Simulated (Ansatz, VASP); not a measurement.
## Te in VASP and in Ansatz

File INCAR:

```
  PREC = Accurate
  ENCUT = 600
  EDIFF = 1E-6
  ISMEAR = -1
  SIGMA = 0.05
  LREAL = False
  LASPH = True
  NELM = 80
  ALGO = Normal
  ISIF = 3
  LWAVE = False
  LCHARG = False
  GGA = PE
  IBRION = 2
  NSW = 60
  EDIFFG = -0.005
```

Contents of KPOINTS:

```
regular mesh
0
Gamma
  14 14 14
```

Contents of POSCAR:

```
Te
1.0
   -1.9354383203      1.9354383203      1.9354383203
    1.9354383203     -1.9354383203      1.9354383203
    1.9354383203      1.9354383203     -1.9354383203
Te
1
Direct
    0.0000000000      0.0000000000      0.0000000000
```

Input for Ansatz:

```yaml
crystal:
  lattice:
    - [-1.9354383203, 1.9354383203, 1.9354383203]
    - [1.9354383203, -1.9354383203, 1.9354383203]
    - [1.9354383203, 1.9354383203, -1.9354383203]
  atoms:
    - { symbol: Te, position: [0.0, 0.0, 0.0] }
kpoints:
  mp_grid: { grid: [14, 14, 14] }
scf:
  occupations: { method: fermi_dirac, width: 0.05 }
hamiltonian:
  xc: pbe
  pseudopotentials: { kind: paw }
output:
  forces: true
  stress: true
relax:
  f_tol: 0.005
  max_steps: 40
  cell: {}
```

Alike in both runs: task relaxation of cell and atoms; functional PBE; k mesh 14 × 14 × 14; occupations fermi-dirac, width 0.05 eV; no spin polarisation.

|  | VASP | Ansatz |
| --- | --- | --- |
| version | VASP 6.6.1 | Ansatz 0.2.0 |
| potentials or method | VASP PAW PBE potentials, release 64 (Te) | PAW with Ansatz's default frozen-core files, scalar-relativistic |
| plane-wave cutoff (eV) | 600 | 420 |
| valence electrons in the cell | 6 | 16 |

|  | VASP | Ansatz | Ansatz less VASP |
| --- | --- | --- | --- |
| relaxed volume (Å³/atom) | 28.55 | 28.60 | +0.049 |
| relaxed length of the cell vector where the two differ most in proportion (Å) | 3.335 | 3.337 | +0.0019 |

VASP's potentials hold 6 valence electrons a cell and Ansatz's 16, so a difference there can come from the potentials and not from the codes.

Spin-orbit coupling is off throughout.
